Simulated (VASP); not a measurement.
A run of VASP 6.6.1:

File INCAR:

```
SYSTEM = TaSi
  PREC = Accurate
  ENCUT = 600
  EDIFF = 1E-6
  ISMEAR = -1
  SIGMA = 0.1
  LREAL = .False.
  LASPH = .True.
  NELM = 100
  ALGO = Normal
  ISIF = 3
  LWAVE = .False.
  LCHARG = .False.
  GGA = PE
  IBRION = 2
  NSW = 60
  EDIFFG = -0.005
  PSTRESS = 4300.0
```

KPOINTS

```
Automatic mesh
0
Gamma
  16 16 16
  0 0 0
```

Contents of POSCAR:

```
TaSi
1.0
    0.0000000000      2.0356669966      2.0356669966
    2.0356669966      0.0000000000      2.0356669966
    2.0356669966      2.0356669966      0.0000000000
Ta Si
1 1
Direct
    0.0000000000      0.0000000000      0.0000000000
    0.5000000000      0.5000000000      0.5000000000
```

Potentials or basis: VASP PAW PBE potentials, release 64 (Ta_pv, Si).

Launch:

```sh
$ cat potpaw_PBE.64/Ta_pv/POTCAR potpaw_PBE.64/Si/POTCAR > POTCAR
$ mpirun -np 1 vasp_std > vasp.out
```

Hardware: 1 thread of Intel(R) Xeon(R) Platinum 8375C CPU @ 2.90GHz (Ice Lake), with other jobs on the host.

How long does it take, and how much memory?

Run time: 29 s on 1 thread of Intel(R) Xeon(R) Platinum 8375C CPU @ 2.90GHz (Ice Lake), with other jobs on the host, peak memory 0.18 GiB. Counts: scf iterations 25, k points 145, ion steps 3.
